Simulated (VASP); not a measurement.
Te3Pb4Se, 8 atoms in the cell. The structure is tetragonal, space group P4/mmm (No. 123). Conventional cell: a = 4.593 Å, b = 4.593 Å, c = 12.961 Å, α = 90.00°, β = 90.00°, γ = 90.00°. Te (site symmetry 4/mmm) has 6 Pb at 3.25 to 3.35 Å within 4.3 Å. Within 4.2 Å of Te (site symmetry 4mm) lie 6 Pb at 3.23 to 3.25 Å. Within 4.1 Å of Pb (site symmetry 4mm) lie 1 Se at 3.13 Å and 5 Te at 3.25 to 3.35 Å. Within 4.3 Å of Pb (site symmetry 4/mmm) lie 6 Te at 3.25 Å. Pb (site symmetry 4/mmm) has 2 Te at 3.23 Å and 4 Se at 3.25 Å within 4.2 Å. Within 4.1 Å of Se (site symmetry 4/mmm) lie 6 Pb at 3.13 to 3.25 Å. 

| Item | Value |
| --- | --- |
| Program | VASP 6.6.1 |
| Task | single point |
| Functional | PBE |
| Potentials or basis | VASP PAW PBE potentials, release 64 (Te, Pb_d, Se) |
| Cutoff | 520 eV |
| k mesh | 4 × 4 × 2 |
| Occupations | gaussian, width 0.1 eV |
| Spin | no spin polarisation |
| Dipole correction | no |
| Further INCAR settings | ALGO = Normal; EDIFF = 1e-07; NBANDS = 50 |

Potentials or basis: VASP PAW PBE potentials, release 64 (Te, Pb_d, Se).

The run is started by

```console
$ cat potpaw_PBE.64/Te/POTCAR potpaw_PBE.64/Pb_d/POTCAR potpaw_PBE.64/Se/POTCAR > POTCAR
$ mpirun -np 1 vasp_std > vasp.out
```

Hardware: 1 thread of AMD EPYC 9R45 96-Core Processor (Zen 5), on a shared host.

Question: Estimate the wall time of this run.

Answer: Wall time 94 s on 1 thread of AMD EPYC 9R45 96-Core Processor (Zen 5) (shared host), peak memory 0.39 GiB. Counts: scf iterations 16, k points 12.
